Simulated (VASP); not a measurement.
# Zn4Ga (Im-3m) in VASP: notebook

Zn4Ga is run at these levels: PBE; tasks: single point, relaxation of cell and atoms.

All numbers are computed with VASP 6.6.1; they aren't measurements. Logs are shortened: lines on timing, memory, paths and dates and some standing lists are left out, and cuts for length are marked.

## Step 1: The cell of the first run

It takes space group Im-3m (No. 229, cubic). The conventional cell has a = 5.379 Å, b = 5.379 Å, c = 5.379 Å, α = 90.00°, β = 90.00°, γ = 90.00°. Within 3.1 Å of Zn (site symmetry -3m) lie 2 Ga at 2.33 Å and 6 Zn at 2.69 Å. Ga (site symmetry m-3m) has 8 Zn at 2.33 Å within 3.1 Å.

## Step 2: Single point, PBE

Contents of INCAR:

```
SYSTEM = Zn4Ga
  ALGO = Fast
  EDIFF = 1E-7
  ENCUT = 520
  GGA = PE
  ISIF = 2
  ISMEAR = 0
  LASPH = .TRUE.
  LCHARG = .FALSE.
  LREAL = .FALSE.
  LWAVE = .FALSE.
  NBANDS = 38
  NELM = 80
  PREC = Accurate
  SIGMA = 0.1
```

Contents of KPOINTS:

```
k-points
0
G
  4 4 4
  0 0 0
```

Contents of POSCAR:

```
Zn4Ga
1.0
   -2.6894618300      2.6894618300      2.6894618300
    2.6894618300     -2.6894618300      2.6894618300
    2.6894618300      2.6894618300     -2.6894618300
Zn Ga
4 1
Direct
    0.0000000000      0.0000000000      0.5000000000
    0.5000000000      0.0000000000      0.0000000000
    0.0000000000      0.5000000000      0.0000000000
    0.5000000000      0.5000000000      0.5000000000
    0.0000000000      0.0000000000      0.0000000000
```

Potentials or basis: VASP PAW PBE potentials, release 64 (Zn, Ga_d).

Run with:

```bash
$ cat potpaw_PBE.64/Zn/POTCAR potpaw_PBE.64/Ga_d/POTCAR > POTCAR
$ mpirun -np 1 vasp_std > vasp.out
```

OUTCAR:

```text
SYSTEM = Zn4Ga
   EDIFF = 1E-7
   ENCUT = 520
   GGA = PE
   ISIF = 2
   ISMEAR = 0
   LASPH = .TRUE.
   LREAL = .FALSE.
   NELM = 80
   PREC = Accurate

 ion  position               nearest neighbor table
   1  0.000  0.000  0.500-   5 2.33   5 2.33   4 2.69   2 2.69   3 2.69   3 2.69   2 2.69   4 2.69

   2  0.500  0.000  0.000-   5 2.33   5 2.33   4 2.69   1 2.69   4 2.69   3 2.69   1 2.69   3 2.69

   3  0.000  0.500  0.000-   5 2.33   5 2.33   4 2.69   1 2.69   2 2.69   1 2.69   4 2.69   2 2.69

   4  0.500  0.500  0.500-   5 2.33   5 2.33   3 2.69   1 2.69   2 2.69   3 2.69   1 2.69   2 2.69

   5  0.000  0.000  0.000-   1 2.33   2 2.33   3 2.33   4 2.33   1 2.33   3 2.33   2 2.33   4 2.33

  LATTYP: Found a body centered cubic cell.
 ALAT       =     5.3789236600

  Lattice vectors:

 A1 = (  -2.6894618300,   2.6894618300,   2.6894618300)
 A2 = (   2.6894618300,  -2.6894618300,   2.6894618300)
 A3 = (   2.6894618300,   2.6894618300,  -2.6894618300)

Analysis of symmetry for initial positions (statically):
=====================================================================
 Subroutine PRICEL returns:
 Original cell was already a primitive cell.

 Routine SETGRP: Setting up the symmetry group for a
 body centered cubic supercell.

 Subroutine GETGRP returns: Found 48 space group operations
 (whereof 48 operations were pure point group operations)
 out of a pool of 48 trial point group operations.

The static configuration has the point symmetry O_h .

Analysis of symmetry for dynamics (positions and initial velocities):
=====================================================================
 Subroutine PRICEL returns:
 Original cell was already a primitive cell.

 Routine SETGRP: Setting up the symmetry group for a
 body centered cubic supercell.

 Subroutine GETGRP returns: Found 48 space group operations
 (whereof 48 operations were pure point group operations)
 out of a pool of 48 trial point group operations.

The dynamic configuration has the point symmetry O_h .

 Subroutine INISYM returns: Found 48 space group operations
 (whereof 48 operations are pure point group operations),
 and found     1 'primitive' translations

----------------------------------------------------------------------------------------

                                     Primitive cell

  volume of cell :      77.8137

  direct lattice vectors                    reciprocal lattice vectors
    -2.689461830  2.689461830  2.689461830     0.000000000  0.185910800  0.185910800
     2.689461830 -2.689461830  2.689461830     0.185910800  0.000000000  0.185910800
     2.689461830  2.689461830 -2.689461830     0.185910800  0.185910800  0.000000000

  length of vectors
     4.658284535  4.658284535  4.658284535     0.262917575  0.262917575  0.262917575

  position of ions in fractional coordinates (direct lattice)
     0.000000000  0.000000000  0.500000000
     0.500000000  0.000000000  0.000000000
     0.000000000  0.500000000  0.000000000
     0.500000000  0.500000000  0.500000000
     0.000000000  0.000000000  0.000000000

  ion indices of the primitive-cell ions
   primitive index   ion index
                 1           1
                 2           2
                 3           3
                 4           4
                 5           5

----------------------------------------------------------------------------------------

 KPOINTS: k-points

Automatic generation of k-mesh.
 Grid dimensions read from file:
 generate k-points for:    4    4    4

 Generating k-lattice:

  Cartesian coordinates                     Fractional coordinates (reciprocal lattice)
     0.000000000  0.046477700  0.046477700     0.250000000  0.000000000  0.000000000
     0.046477700  0.000000000  0.046477700     0.000000000  0.250000000  0.000000000
     0.046477700  0.046477700  0.000000000     0.000000000  0.000000000  0.250000000

  Length of vectors
     0.065729394  0.065729394  0.065729394

  Shift w.r.t. Gamma in fractional coordinates (k-lattice)
     0.000000000  0.000000000  0.000000000

 Subroutine IBZKPT returns following result:
 ===========================================

 Found      8 irreducible k-points:

 Following reciprocal coordinates:
            Coordinates               Weight
  0.000000  0.000000  0.000000      1.000000
  0.250000  0.000000  0.000000     12.000000
  0.500000  0.000000  0.000000      6.000000
  0.250000  0.250000  0.000000     24.000000
  0.250000  0.250000  0.250000      2.000000
 -0.250000  0.250000  0.250000      6.000000
  0.500000  0.500000  0.250000     12.000000
  0.500000  0.500000  0.500000      1.000000
   k-points           NKPTS =      8   k-points in BZ     NKDIM =      8   number of bands    NBANDS=     38
   number of dos      NEDOS =    301   number of ions     NIONS =      5
   total plane-waves  NPLWV =  46656
   dimension x,y,z NGX =    36 NGY =   36 NGZ =   36
   dimension x,y,z NGXF=    72 NGYF=   72 NGZF=   72
   ions per type =               4   1
   NGX,Y,Z   is equivalent  to a cutoff of  12.85, 12.85, 12.85 a.u.
   NGXF,Y,Z  is equivalent  to a cutoff of  25.70, 25.70, 25.70 a.u.
 SYSTEM =  Zn4Ga
   PREC   = accura    normal or accurate (medium, high low for compatibility)
   ISTART =      0    job   : 0-new  1-cont  2-samecut
   ICHARG =      2    charge: 1-file 2-atom 10-const
   ISPIN  =      1    spin polarized calculation?
   LNONCOLLINEAR =      F non collinear calculations
   LSORBIT =      F    spin-orbit coupling
   LASPH  =      T    aspherical Exc in radial PAW
   ENCUT  =  520.0 eV  38.22 Ry    6.18 a.u.   8.66  8.66  8.66*2*pi/ulx,y,z
   NELM   =     80;   NELMIN=  2; NELMDL= -5     # of ELM steps
   EDIFF  = 0.1E-06   stopping-criterion for ELM
   LREAL  =      F    real-space projection
   EDIFFG = 0.1E-05   stopping-criterion for IOM
   NSW    =      0    number of steps for IOM
   IBRION =     -1    ionic relax: 0-MD 1-quasi-New 2-CG
   NFREE  =      0    steps in history (QN), initial steepest desc. (CG)
   ISIF   =      2    stress and relaxation
   ISYM   =      2    0-nonsym 1-usesym 2-fastsym
   POTIM  = 0.5000    time-step for ionic-motion
   TEBEG  =    0.0;   TEEND  =   0.0 temperature during run
   PSTRESS=    0.0 pullay stress
   NELECT =      61.0000    total number of electrons
   NUPDOWN=      -1.0000    fix difference up-down
   EMIN   =  10.00;   EMAX   =-10.00  energy-range for DOS
   EFERMI =   0.00;   METHOD = LEGACY
   ISMEAR =     0;   SIGMA  =   0.10  broadening in eV -4-tet -1-fermi 0-gaus
   EFERMI_NEDOS =   21; number of points for ismear=-14 and -15
   IALGO  =     68    algorithm
   IMIX   =      4    mixing-type and parameters
     AMIX     =   0.40;   BMIX     =  1.00
     AMIX_MAG =   1.60;   BMIX_MAG =  1.00
  volume/ion in A,a.u.               =      15.56       105.02
  Fermi-wavevector in a.u.,A,eV,Ry     =   1.509499  2.852539 31.002047  2.278586
  Thomas-Fermi vector in A             =   2.619813
   LORBIT       =      0    0 simple, 1 ext, 2 COOP (PROOUT), +10 PAW based schemes
   GGA     = PE    functional components
   LHFCALC =     F    Hartree Fock is set to
   AEXX    =    0.0000 exact exchange contribution
   IVDW    =     0    specifies the selected vdW correction
   LEPSILON=     F    determine dielectric tensor
   LRPA    =     F    only Hartree local field effects (RPA)
 non-spin polarized calculation
 RMM-DIIS sequential band-by-band and
 Gauss-broadening in eV      SIGMA  =   0.10
  energy-cutoff  :      520.00
  volume of cell :       77.81
 maximum number of plane-waves:      2123
 NGX is ok and might be reduce to    36
   NGX = 17   NGY = 17   NGZ = 17

 number of electron      61.0000020 magnetization

 Free energy of the ion-electron system (eV)
  ---------------------------------------------------
  ext. energy  EPLUGINS =         0.00000000
  ---------------------------------------------------
  free energy    TOTEN  =        -5.39889125 eV

  energy without entropy =       -5.38560683  energy(sigma->0) =       -5.39224904

 E-fermi :   4.1965     XC(G=0): -11.3638

 val. band max:        3.3959239318   @ k =   0.5000   0.5000   0.2500
 cond. band min:       4.2649911316   @ k =   0.2500   0.2500   0.0000
 fundamental gap:      0.8690671998
 Fermi energy:         4.1965138337

 k-point     1 :       0.0000    0.0000    0.0000
  band No.  band energies     occupation
      1     -12.0125      2.00000
      2     -12.0125      2.00000
      3     -12.0125      2.00000
      4     -11.8599      2.00000
      5     -11.8599      2.00000
      6      -8.0373      2.00000
[... 30 lines left out ...]
     37       8.9406      0.00000
     38       8.9406      0.00000

 k-point     2 :       0.2500    0.0000    0.0000
  band No.  band energies     occupation
      1     -12.0094      2.00000
      2     -11.9933      2.00000
      3     -11.9735      2.00000
      4     -11.8541      2.00000
      5     -11.8530      2.00000
      6      -7.5152      2.00000
[... 30 lines left out ...]
     37      10.1731      0.00000
     38      10.5628      0.00000

 k-point     3 :       0.5000    0.0000    0.0000
  band No.  band energies     occupation
      1     -12.0062      2.00000
      2     -11.9748      2.00000
      3     -11.9335      2.00000
      4     -11.8482      2.00000
      5     -11.8460      2.00000
      6      -6.6548      2.00000
[... 30 lines left out ...]
     37      11.5723      0.00000
     38      11.8611      0.00000

 k-point     4 :       0.2500    0.2500    0.0000
  band No.  band energies     occupation
      1     -11.9969      2.00000
      2     -11.9716      2.00000
      3     -11.9455      2.00000
      4     -11.8477      2.00000
      5     -11.8466      2.00000
      6      -6.7333      2.00000
[... 30 lines left out ...]
     37      11.2142      0.00000
     38      11.5069      0.00000

 k-point     5 :       0.2500    0.2500    0.2500
  band No.  band energies     occupation
      1     -11.9715      2.00000
      2     -11.9715      2.00000
      3     -11.9715      2.00000
      4     -11.8459      2.00000
      5     -11.8459      2.00000
      6      -6.5295      2.00000
[... 30 lines left out ...]
     37       9.1630      0.00000
     38       9.1631      0.00000

 k-point     6 :      -0.2500    0.2500    0.2500
  band No.  band energies     occupation
      1     -11.9716      2.00000
      2     -11.9716      2.00000
      3     -11.9692      2.00000
      4     -11.8496      2.00000
      5     -11.8473      2.00000
      6      -7.0197      2.00000
[... 30 lines left out ...]
     37      10.7009      0.00000
     38      11.6705      0.00000

 k-point     7 :       0.5000    0.5000    0.2500
  band No.  band energies     occupation
      1     -11.9672      2.00000
      2     -11.9506      2.00000
      3     -11.9302      2.00000
      4     -11.8439      2.00000
      5     -11.8428      2.00000
      6      -6.1746      2.00000
[... 30 lines left out ...]
     37      11.2327      0.00000
     38      12.5962      0.00000

 k-point     8 :       0.5000    0.5000    0.5000
  band No.  band energies     occupation
      1     -11.9270      2.00000
      2     -11.9270      2.00000
      3     -11.9270      2.00000
      4     -11.8395      2.00000
      5     -11.8395      2.00000
      6      -5.1435      2.00000
[... 30 lines left out ...]
     37      10.7313      0.00000
     38      11.0503      0.00000

------------------------ aborting loop because EDIFF is reached ----------------------------------------

  FORCE on cell =-STRESS in cart. coord.  units (eV):
  Direction    XX          YY          ZZ          XY          YZ          ZX
  --------------------------------------------------------------------------------------
  -------------------------------------------------------------------------------------
  Total        9.6328697      9.6328697      9.6328697     -0.0000000     -0.0000000      0.0000000
  in kB      198.3399136    198.3399136    198.3399136     -0.0000000     -0.0000000      0.0000000
  external PRESSURE =     198.3399136 kB  Pullay stress =       0.0000000 kB

 VOLUME and BASIS-vectors are now :
 -----------------------------------------------------------------------------
  energy-cutoff  :      520.00
  volume of cell :       77.81
      direct lattice vectors                 reciprocal lattice vectors
    -2.689461830  2.689461830  2.689461830     0.000000000  0.185910800  0.185910800
     2.689461830 -2.689461830  2.689461830     0.185910800  0.000000000  0.185910800
     2.689461830  2.689461830 -2.689461830     0.185910800  0.185910800  0.000000000

 POSITION                                       TOTAL-FORCE (eV/Angst)
 -----------------------------------------------------------------------------------
      1.34473      1.34473     -1.34473        -0.000000     -0.000000     -0.000000
     -1.34473      1.34473      1.34473         0.000000      0.000000     -0.000000
      1.34473     -1.34473      1.34473        -0.000000     -0.000000      0.000000
      1.34473      1.34473      1.34473        -0.000000      0.000000      0.000000
      0.00000      0.00000      0.00000         0.000000     -0.000000     -0.000000
 -----------------------------------------------------------------------------------
    total drift:                               -0.000000     -0.000000      0.000000

  FREE ENERGIE OF THE ION-ELECTRON SYSTEM (eV)
  ---------------------------------------------------
  free  energy   TOTEN  =        -5.3988912516 eV

  energy  without entropy=       -5.3856068332  energy(sigma->0) =       -5.39224904
```

Run time: 18 s. Hardware: 1 thread of Intel Xeon 6975P-C (Granite Rapids), shared host; peak memory 0.2 GiB.

What came out:

```
Free energy : -5.3989 eV
Pressure    : 19.8 GPa
```

Caveat: the k points lie up to 0.41 Å⁻¹ apart.

## Step 3: Single point, PBE

This run uses another cell than the first one, of 19.70 Å³/atom, 1.266 times its volume.

Contents of INCAR:

```
SYSTEM = Zn4Ga
PREC = Accurate
ENCUT = 520
EDIFF = 1E-7
ISMEAR = 0
SIGMA = 0.1
LREAL = .False.
LASPH = .True.
NELM = 100
ALGO = Normal
ISIF = 2
LWAVE = .False.
LCHARG = .True.
GGA = PE
LELF = .True.
LVHAR = .True.
NBANDS = 38
```

Contents of KPOINTS:

```
regular mesh
0
Gamma
  10 10 10
  0 0 0
```

POSCAR, as its differences from that of step 2:

```diff
@@ -2,5 +2,5 @@
 1.0
-   -2.6894618300      2.6894618300      2.6894618300
-    2.6894618300     -2.6894618300      2.6894618300
-    2.6894618300      2.6894618300     -2.6894618300
+   -2.9091436070      2.9091436070      2.9091436070
+    2.9091436070     -2.9091436070      2.9091436070
+    2.9091436070      2.9091436070     -2.9091436070
 Zn Ga
```

Potentials or basis: VASP PAW PBE potentials, release 64 (Zn, Ga_d).

Run with:

```bash
$ cat potpaw_PBE.64/Zn/POTCAR potpaw_PBE.64/Ga_d/POTCAR > POTCAR
$ mpirun -np 1 vasp_std > vasp.out
```

It took 9.2 min on 1 thread of AMD EPYC, shared host; peak memory 0.29 GiB.

The run converged. Its results:

- Free energy: -6.1257 eV
- Pressure: 0.2 GPa

Levels at points of the mesh, in eV from the Fermi level:
```tsv
k point	band 29	band 30	band 31	band 32	band 33	band 34
(0.00, 0.00, 0.00)	-1.92	0.06	0.22	0.22	0.22	1.12
(0.50, 0.00, 0.00)	-1.72	-1.65	-1.61	2.22	3.10	3.52
(0.50, 0.50, 0.50)	-4.28	-2.08	-2.08	3.55	3.55	3.55
```

[end of part 1 of 2]
